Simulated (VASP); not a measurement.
MoPbS4, 6 atoms in the cell. The structure is tetragonal, space group P4/mmm (No. 123). Conventional cell: a = 7.541 Å, b = 7.541 Å, c = 3.187 Å, α = 90.00°, β = 90.00°, γ = 90.00°. Within 4.2 Å of Mo (site symmetry 4/mmm) lie 2 Mo at 3.19 Å and 8 S at 3.90 Å. Within 3.7 Å of Pb (site symmetry 4/mmm) lie 4 S at 2.78 Å and 2 Pb at 3.19 Å. S (site symmetry m2m) has 1 S at 1.98 Å within 2.6 Å. The cell was built from a structure type or drawn by symmetry, and may not be a known phase.

```yaml
Program: VASP 6.6.1
Task: relaxation of cell and atoms
Functional: PBE
Potentials_or_basis: VASP PAW PBE potentials, release 64 (Mo_sv, Pb_d, S)
Cutoff: 600 eV
k_mesh: 2 × 2 × 6
Occupations: gaussian, width 0.1 eV
Spin: collinear spin
Starting_moments: "[4.3, 0.0, 0.0, 0.0, 0.0, 0.0] μB"
Dipole_correction: no
Further_INCAR_settings: ALGO = Normal; EDIFF = 1e-07; IBRION = 2; EDIFFG = -0.04; NSW = 90; ISIF = 3
```

Potentials or basis: VASP PAW PBE potentials, release 64 (Mo_sv, Pb_d, S).

The run is started by

```console
$ cat potpaw_PBE.64/Mo_sv/POTCAR potpaw_PBE.64/Pb_d/POTCAR potpaw_PBE.64/S/POTCAR > POTCAR
$ mpirun -np 1 vasp_std > vasp.out
```

Hardware: 1 thread of AMD EPYC 9R45 96-Core Processor (Zen 5) (shared host).

Estimate the wall time of this run.

It took 10 min on 1 thread of AMD EPYC 9R45 96-Core Processor (Zen 5) (shared host), peak memory 0.44 GiB. Counts: scf iterations 90, k points 12, ion steps 7.
